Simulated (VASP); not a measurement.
Here is a VASP 6.6.1 calculation.

Contents of INCAR:

```
  PREC = Accurate
  ENCUT = 600
  EDIFF = 1E-6
  ISMEAR = -1
  SIGMA = 0.05
  LREAL = F
  LASPH = T
  NELM = 100
  ALGO = Normal
  ISIF = 3
  LWAVE = F
  LCHARG = F
  GGA = PE
  IBRION = 2
  NSW = 60
  EDIFFG = -0.01
```

The input KPOINTS:

```
Automatic mesh
0
Gamma
  10 10 6
```

File POSCAR:

```
Ti
1.0
    2.9500000000      0.0000000000      0.0000000000
   -1.4750000000      2.5547749412      0.0000000000
    0.0000000000      0.0000000000      4.6800000000
Ti
2
Direct
    0.6666666667      0.3333333333      0.7500000000
    0.3333333333      0.6666666667      0.2500000000
```

Potentials or basis: VASP PAW PBE potentials, release 64 (Ti_sv).

Launch:

```console
$ cat potpaw_PBE.64/Ti_sv/POTCAR > POTCAR
$ mpirun -np 1 vasp_std > vasp.out
```

Q: Predict the space group after relaxing (to 0.05 Å).

A: P6_3/mmc (No. 194).

Q: Predict the band gap on the k mesh.

A: Zero (band 12 reaches 9.12 eV, above the bottom of band 13 at 8.12 eV).

Q: What does it give for the relaxed cell?

A: a = 2.937 Å, b = 2.937 Å, c = 4.647 Å, α = 90.00°, β = 90.00°, γ = 120.00°.

Stress tensor (GPa, compression positive):
```
 0.07  0.00  0.00
 0.00  0.07  0.00
 0.00  0.00 -0.08
```
